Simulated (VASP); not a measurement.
# BaTe (P4/mmm) in VASP: a series of runs, part 2 of 2

VASP 6.6.1.

**5. Single point, LDA (strain +0.0500 x Voigt [0, 0, 1, 0, 0, 0])**

INCAR reads:

```
ALGO = Normal
EDIFF = 1E-7
ENCUT = 520
ISIF = 2
ISMEAR = 0
LASPH = T
LCHARG = F
LREAL = F
LWAVE = F
NBANDS = 15
NELM = 100
PREC = Accurate
SIGMA = 0.05
```

KPOINTS reads:

```
k-points
0
Gamma
  6 6 6
```

POSCAR reads:

```
BaTe
1.0
    4.2624660000      0.0000000000      0.0000000000
    0.0000000000      4.2624660000      0.0000000000
    0.0000000000      0.0000000000      4.4755893000
Ba Te
1 1
Direct
    0.0000000000      0.0000000000      0.0000000000
    0.5000000000      0.5000000000      0.5000000000
```

Potentials or basis: VASP PAW LDA potentials, release 64 (Ba_sv, Te).

The run is started by

```
$ cat potpaw_LDA.64/Ba_sv/POTCAR potpaw_LDA.64/Te/POTCAR > POTCAR
$ mpirun -np 1 vasp_std > vasp.out
```

OUTCAR:

```text
EDIFF = 1E-7
   ENCUT = 520
   ISIF = 2
   ISMEAR = 0
   LASPH = T
   LREAL = F
   NELM = 100
   PREC = Accurate

 ion  position               nearest neighbor table
   1  0.000  0.000  0.000-   2 3.75   2 3.75   2 3.75   2 3.75   2 3.75   2 3.75   2 3.75   2 3.75

   2  0.500  0.500  0.500-   1 3.75   1 3.75   1 3.75   1 3.75   1 3.75   1 3.75   1 3.75   1 3.75

  LATTYP: Found a simple tetragonal cell.
 ALAT       =     4.2624660000
 C/A-ratio  =     1.0500000000

  Lattice vectors:

 A1 = (   4.2624660000,   0.0000000000,   0.0000000000)
 A2 = (   0.0000000000,   4.2624660000,   0.0000000000)
 A3 = (   0.0000000000,   0.0000000000,   4.4755893000)

Analysis of symmetry for initial positions (statically):
=====================================================================
 Subroutine PRICEL returns:
 Original cell was already a primitive cell.

 Routine SETGRP: Setting up the symmetry group for a
 simple tetragonal supercell.

 Subroutine GETGRP returns: Found 16 space group operations
 (whereof 16 operations were pure point group operations)
 out of a pool of 16 trial point group operations.

The static configuration has the point symmetry D_4h.

Analysis of symmetry for dynamics (positions and initial velocities):
=====================================================================
 Subroutine PRICEL returns:
 Original cell was already a primitive cell.

 Routine SETGRP: Setting up the symmetry group for a
 simple tetragonal supercell.

 Subroutine GETGRP returns: Found 16 space group operations
 (whereof 16 operations were pure point group operations)
 out of a pool of 16 trial point group operations.

The dynamic configuration has the point symmetry D_4h.

 Subroutine INISYM returns: Found 16 space group operations
 (whereof 16 operations are pure point group operations),
 and found     1 'primitive' translations

----------------------------------------------------------------------------------------

                                     Primitive cell

  volume of cell :      81.3153

  direct lattice vectors                    reciprocal lattice vectors
     4.262466000  0.000000000  0.000000000     0.234605977  0.000000000  0.000000000
     0.000000000  4.262466000  0.000000000     0.000000000  0.234605977  0.000000000
     0.000000000  0.000000000  4.475589300     0.000000000  0.000000000  0.223434264

  length of vectors
     4.262466000  4.262466000  4.475589300     0.234605977  0.234605977  0.223434264

  position of ions in fractional coordinates (direct lattice)
     0.000000000  0.000000000  0.000000000
     0.500000000  0.500000000  0.500000000

  ion indices of the primitive-cell ions
   primitive index   ion index
                 1           1
                 2           2

----------------------------------------------------------------------------------------

 KPOINTS: k-points

Automatic generation of k-mesh.
 Grid dimensions read from file:
 generate k-points for:    6    6    6

 Generating k-lattice:

  Cartesian coordinates                     Fractional coordinates (reciprocal lattice)
     0.039100996  0.000000000  0.000000000     0.166666667  0.000000000  0.000000000
     0.000000000  0.039100996  0.000000000     0.000000000  0.166666667  0.000000000
     0.000000000  0.000000000  0.037239044     0.000000000  0.000000000  0.166666667

  Length of vectors
     0.039100996  0.039100996  0.037239044

  Shift w.r.t. Gamma in fractional coordinates (k-lattice)
     0.000000000  0.000000000  0.000000000

 Subroutine IBZKPT returns following result:
 ===========================================

 Found     40 irreducible k-points:

 Following reciprocal coordinates:
            Coordinates               Weight
  0.000000  0.000000  0.000000      1.000000
  0.166667  0.000000  0.000000      4.000000
  0.333333  0.000000  0.000000      4.000000
  0.500000  0.000000  0.000000      2.000000
  0.166667  0.166667  0.000000      4.000000
  0.333333  0.166667  0.000000      8.000000
[... 16 lines left out ...]
  0.333333  0.000000  0.333333      8.000000
  0.500000  0.000000  0.333333      4.000000
 [... further k-points ...]
   k-points           NKPTS =     40   k-points in BZ     NKDIM =     40   number of bands    NBANDS=     15
   number of dos      NEDOS =    301   number of ions     NIONS =      2
   total plane-waves  NPLWV =  36864
   dimension x,y,z NGX =    32 NGY =   32 NGZ =   36
   dimension x,y,z NGXF=    64 NGYF=   64 NGZF=   72
   ions per type =               1   1
   NGX,Y,Z   is equivalent  to a cutoff of  12.48, 12.48, 13.37 a.u.
   NGXF,Y,Z  is equivalent  to a cutoff of  24.96, 24.96, 26.74 a.u.
 SYSTEM =  unknown system
   PREC   = accura    normal or accurate (medium, high low for compatibility)
   ISTART =      0    job   : 0-new  1-cont  2-samecut
   ICHARG =      2    charge: 1-file 2-atom 10-const
   ISPIN  =      1    spin polarized calculation?
   LNONCOLLINEAR =      F non collinear calculations
   LSORBIT =      F    spin-orbit coupling
   LASPH  =      T    aspherical Exc in radial PAW
   ENCUT  =  520.0 eV  38.22 Ry    6.18 a.u.   7.93  7.93  8.32*2*pi/ulx,y,z
   NELM   =    100;   NELMIN=  2; NELMDL= -5     # of ELM steps
   EDIFF  = 0.1E-06   stopping-criterion for ELM
   LREAL  =      F    real-space projection
   EDIFFG = 0.1E-05   stopping-criterion for IOM
   NSW    =      0    number of steps for IOM
   IBRION =     -1    ionic relax: 0-MD 1-quasi-New 2-CG
   NFREE  =      0    steps in history (QN), initial steepest desc. (CG)
   ISIF   =      2    stress and relaxation
   ISYM   =      2    0-nonsym 1-usesym 2-fastsym
   POTIM  = 0.5000    time-step for ionic-motion
   TEBEG  =    0.0;   TEEND  =   0.0 temperature during run
   PSTRESS=    0.0 pullay stress
   NELECT =      16.0000    total number of electrons
   NUPDOWN=      -1.0000    fix difference up-down
   EMIN   =  10.00;   EMAX   =-10.00  energy-range for DOS
   EFERMI =   0.00;   METHOD = LEGACY
   ISMEAR =     0;   SIGMA  =   0.05  broadening in eV -4-tet -1-fermi 0-gaus
   EFERMI_NEDOS =   21; number of points for ismear=-14 and -15
   IALGO  =     38    algorithm
   IMIX   =      4    mixing-type and parameters
     AMIX     =   0.40;   BMIX     =  1.00
     AMIX_MAG =   1.60;   BMIX_MAG =  1.00
  volume/ion in A,a.u.               =      40.66       274.37
  Fermi-wavevector in a.u.,A,eV,Ry     =   0.952191  1.799380 12.335966  0.906668
  Thomas-Fermi vector in A             =   2.080731
   LORBIT       =      0    0 simple, 1 ext, 2 COOP (PROOUT), +10 PAW based schemes
   GGA     = CA    functional components
   LHFCALC =     F    Hartree Fock is set to
   AEXX    =    0.0000 exact exchange contribution
   IVDW    =     0    specifies the selected vdW correction
   LEPSILON=     F    determine dielectric tensor
   LRPA    =     F    only Hartree local field effects (RPA)
 non-spin polarized calculation
 Gauss-broadening in eV      SIGMA  =   0.05
  energy-cutoff  :      520.00
  volume of cell :       81.32
 maximum number of plane-waves:      2208
 NGX is ok and might be reduce to    32
   NGX = 15   NGY = 15   NGZ = 17

 number of electron      16.0000000 magnetization

 Free energy of the ion-electron system (eV)
  ---------------------------------------------------
  ext. energy  EPLUGINS =         0.00000000
  ---------------------------------------------------
  free energy    TOTEN  =        -9.20072667 eV

  energy without entropy =       -9.20072667  energy(sigma->0) =       -9.20072667

 E-fermi :   3.6513     XC(G=0):  -8.8593

 val. band max:        3.3845883166   @ k =   0.5000   0.0000   0.5000
 cond. band min:       3.9584830992   @ k =   0.0000   0.0000   0.0000
 fundamental gap:      0.5738947826
 Fermi energy:         3.6512546488

 k-point     1 :       0.0000    0.0000    0.0000
  band No.  band energies     occupation
      1     -24.8826      2.00000
      2      -9.9468      2.00000
      3      -9.9198      2.00000
      4      -9.9198      2.00000
      5      -7.0112      2.00000
      6       2.6329      2.00000
      7       3.0247      2.00000
      8       3.0247      2.00000
      9       3.9585      0.00000
     10       4.0256      0.00000
     11       5.1897      0.00000
     12       7.5375      0.00000
     13       7.5375      0.00000
     14       7.8223      0.00000
[... 401 lines left out ...]
      2     -10.3272      2.00000
      3     -10.0966      2.00000
      4      -9.8573      2.00000
      5      -6.4879      2.00000
      6       0.8504      2.00000
      7       1.5187      2.00000
      8       3.1436      2.00000
      9       4.4824      0.00000
     10       6.0786      0.00000
     11       6.6092      0.00000
     12       6.6390      0.00000
     13       7.8999      0.00000
     14       9.5767      0.00000
     15      10.4354      0.00000

 [... further k-points ...]
[... 5 lines left out ...]
  --------------------------------------------------------------------------------------
  -------------------------------------------------------------------------------------
  Total       -1.4641321     -1.4641321     -3.1206909      0.0000000      0.0000000     -0.0000000
  in kB      -28.8482020    -28.8482020    -61.4878424      0.0000000      0.0000000     -0.0000000
  external PRESSURE =     -39.7280821 kB  Pullay stress =       0.0000000 kB

 VOLUME and BASIS-vectors are now :
 -----------------------------------------------------------------------------
  energy-cutoff  :      520.00
  volume of cell :       81.32
      direct lattice vectors                 reciprocal lattice vectors
     4.262466000  0.000000000  0.000000000     0.234605977  0.000000000  0.000000000
     0.000000000  4.262466000  0.000000000     0.000000000  0.234605977  0.000000000
     0.000000000  0.000000000  4.475589300     0.000000000  0.000000000  0.223434264

 POSITION                                       TOTAL-FORCE (eV/Angst)
 -----------------------------------------------------------------------------------
      0.00000      0.00000      0.00000         0.000000      0.000000      0.000000
      2.13123      2.13123      2.23779         0.000000      0.000000      0.000000
 -----------------------------------------------------------------------------------
    total drift:                               -0.000000      0.000000     -0.000000

  FREE ENERGIE OF THE ION-ELECTRON SYSTEM (eV)
  ---------------------------------------------------
  free  energy   TOTEN  =        -9.2007266689 eV

  energy  without entropy=       -9.2007266689  energy(sigma->0) =       -9.20072667
```

stdout:

```text
POSCAR found type information on POSCAR BaTe
 POSCAR found :  2 types and       2 ions
 scaLAPACK will be used
 LDA part: xc-table for (Slater(with rela. corr.)+CA(PZ))
 , standard interpolation
 POSCAR, INCAR and KPOINTS ok, starting setup
 FFT: planning ... GRIDC
 FFT: planning ... GRID_SOFT
 FFT: planning ... GRID
 WAVECAR not read
 entering main loop
```

It took 35 s on 1 thread of AMD EPYC 7R13 (Zen 3), shared host; peak memory 0.16 GiB.

Results:

| Item | Value |
| --- | --- |
| Free energy | -9.2007 eV |
| Pressure | -4.0 GPa |
| Band gap on the k mesh | 0.57 eV, indirect (least direct gap 0.67 eV) |

Caveat: the cell differs from its parent crystal (strain +0.0500 x Voigt [0, 0, 1, 0, 0, 0]); spin-orbit coupling is left out, which moves the levels of the heavy elements. A k mesh can miss the band edges.

**6. Summary**

```tsv
cell	gap on the mesh (eV)	pressure (GPa)
a = 4.262, b = 4.262, c = 4.049 Å, 2 atoms	0.21	-1.3
a = 4.262, b = 4.262, c = 4.156 Å, 2 atoms	0.45	-2.1
a = 4.262, b = 4.262, c = 4.369 Å, 2 atoms	0.63	-3.4
a = 4.262, b = 4.262, c = 4.476 Å, 2 atoms	0.57	-4.0
```

Alike in all rows: task single point; level LDA; potentials or basis VASP PAW LDA potentials, release 64 (Ba_sv, Te); no spin polarisation; k mesh 6 × 6 × 6; cutoff (eV) 520; smearing gaussian 0.05 eV.

Caveats: spin-orbit coupling is left out, which moves the levels of the heavy elements.

Absolute energies hang on the potentials; compare differences alone.
